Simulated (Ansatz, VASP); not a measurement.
# One calculation of C, two programs

```
C
1.0
    -1.68745    1.68745    1.68745
     1.68745   -1.68745    1.68745
     1.68745    1.68745   -1.68745
C
3
Direct
  0.00000 0.50000 0.50000
  0.50000 0.00000 0.50000
  0.50000 0.50000 0.00000
```

Alike in both runs: task relaxation of cell and atoms; functional PBE; k mesh 8 × 8 × 8; occupations gaussian, width 0.1 eV; no spin polarisation.

|  | VASP | Ansatz |
| --- | --- | --- |
| version | VASP 6.6.1 | Ansatz 0.2.0 |
| potentials or method | VASP PAW PBE potentials, release 64 (C), cutoff 600 eV | scalar-relativistic, plane waves, PAW |
| valence electrons in the cell | 12 | 12 |

```csv
,VASP,Ansatz,Ansatz less VASP
"gap on the k mesh at the Fermi level, each at its own relaxed structure (eV)",none,none,-
relaxed volume (Å³/atom),6.10,6.11,+0.010
relaxed length of the cell vector where the two differ most in proportion (Å),2.875,2.876,+0.0016
```

A gap of «none» marks a metal or a gap that the smearing closes.
